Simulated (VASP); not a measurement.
**AlCo (rocksalt type): relaxation of cell and atoms with PBE**

The system is AlCo (rocksalt type).

```
CELL_PARAMETERS angstrom
0.00000 2.04435 2.04435
2.04435 0.00000 2.04435
2.04435 2.04435 0.00000
ATOMIC_POSITIONS crystal
Co 0.00000 0.00000 0.00000
Al 0.50000 0.50000 0.50000
```

* Program: VASP 6.6.1
* Task: relaxation of cell and atoms
* Functional: PBE
* Potentials or basis: VASP PAW PBE potentials, release 64 (Co, Al)
* Cutoff: 600 eV
* k mesh: 16 × 16 × 16
* Occupations: fermi-dirac, width 0.05 eV
* Spin: no spin polarisation
* Target pressure: 150 GPa
* Dipole correction: no
* Further INCAR settings: ALGO = Normal; EDIFF = 1e-06; IBRION = 2; EDIFFG = -0.005; NSW = 32; ISIF = 3

```json
{"Relaxed volume": "8.57 Å³/atom", "Relaxed cell": "a = 2.894 Å, b = 2.894 Å, c = 2.894 Å, α = 60.00°, β = 60.00°, γ = 60.00°", "Space group after relaxing (to 0.05 Å)": "Fm-3m (No. 225)", "Energy change on relaxing (the enthalpy is what falls)": "-21.7 meV/atom", "Ionic steps": "3", "Pressure after relaxing": "150.0 GPa", "Band gap on the k mesh": "zero (band 6 reaches 15.95 eV, above the bottom of band 7 at 15.55 eV)"}
```

The path:
| step | energy change (eV) | largest force (eV/Å) | pressure (GPa) | volume (Å³) |
| --- | --- | --- | --- | --- |
| 1 | 0.0000 | 0.0000 | 151.70 | 17.09 |
| 2 | -0.2071 | 0.0000 | 143.64 | 17.31 |
| 3 | -0.0434 | 0.0000 | 150.03 | 17.13 |

Final structure:
```
CELL_PARAMETERS angstrom
0.00000 2.04619 2.04619
2.04619 0.00000 2.04619
2.04619 2.04619 0.00000
ATOMIC_POSITIONS crystal
Co 0.00000 0.00000 0.00000
Al 0.50000 0.50000 0.50000
```

Levels at points of the mesh, in eV from the Fermi level:
| k point | band 4 | band 5 | band 6 | band 7 | band 8 | band 9 |
| --- | --- | --- | --- | --- | --- | --- |
| (0.00, 0.00, 0.00) | -3.34 | -2.85 | -2.85 | 11.21 | 11.21 | 11.21 |
| (0.50, 0.00, 0.00) | -3.72 | -1.36 | -1.36 | 0.41 | 8.74 | 8.74 |
| (0.50, 0.50, 0.00) | -2.03 | -0.99 | -0.99 | 1.35 | 2.90 | 2.90 |

Wall time 47 s on 1 thread of Intel(R) Xeon(R) Platinum 8488C (Sapphire Rapids), with other jobs on the host, peak memory 0.17 GiB.

Caveat: the cell is relaxed towards a set pressure, so the enthalpy falls and the energy may rise. Spin polarisation is off, so any magnetic state and its effect on volume and gap are missing.
